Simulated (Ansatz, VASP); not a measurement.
**Two plane-wave programs on ZrC**

File INCAR:

```
PREC     = Accurate       # precision mode
ENCUT    = 520            # plane-wave cutoff, eV
EDIFF    = 1E-6           # SCF threshold, eV
ISMEAR   = 0              # smearing method
SIGMA    = 0.15           # smearing width, eV
LREAL    = F              # projectors in reciprocal space
LASPH    = T              # aspherical terms in the spheres
NELM     = 80             # most SCF steps
ALGO     = Normal         # electronic algorithm
ISIF     = 2              # what is computed and relaxed
LWAVE    = F              # write WAVECAR
LCHARG   = F              # write CHGCAR
GGA      = PE             # functional
NBANDS   = 15             # bands
```

KPOINTS

```
regular mesh
0
Gamma
  18 18 18
```

File POSCAR:

```
ZrC
1.0
    0.0000000000      2.2562016000      2.1621932000
    2.2562016000      0.0000000000      2.1621932000
    2.2562016000      2.2562016000      0.0000000000
Zr C
1 1
Direct
    0.5000000000      0.5000000000      0.5000000000
    0.0000000000      0.0000000000      0.0000000000
```

Input for Ansatz:

```yaml
crystal:
  lattice:
    - [0.0, 2.2562016, 2.1621932]
    - [2.2562016, 0.0, 2.1621932]
    - [2.2562016, 2.2562016, 0.0]
  atoms:
    - { symbol: Zr, position: [0.5, 0.5, 0.5] }
    - { symbol: C, position: [0.0, 0.0, 0.0] }
basis:
  ecutwfc: 420
kpoints:
  mp_grid: { grid: [18, 18, 18] }
hamiltonian:
  xc: pbe
scf:
  occupations: { method: gaussian, width: 0.15 }
output:
  forces: true
  stress: true
  eigenvalues: true
```

Change from the starting cell: strain -0.040 along x and y, -0.080 along z, atoms carried along.

Alike in both runs: task single point; functional PBE; k mesh 18 × 18 × 18; occupations gaussian, width 0.15 eV; no spin polarisation.

```csv
,VASP,Ansatz
version,VASP 6.6.1,Ansatz 0.2.0
potentials or method,"VASP PAW PBE potentials, release 64 (Zr_sv, C), cutoff 520 eV","scalar-relativistic, plane waves, PAW"
valence electrons in the cell,16,16
```

```csv
,VASP,Ansatz,Ansatz less VASP
gap on the k mesh at the Fermi level (eV),none,none,-
pressure (GPa),54.6,54.3,-0.34
"traceless stress, the component that is largest in VASP (GPa)",20.38,20.34,-0.040
```

A gap of «none» marks a metal or a gap that the smearing closes. Both programs put the cell under a high pressure, so it lies far from rest at this level.
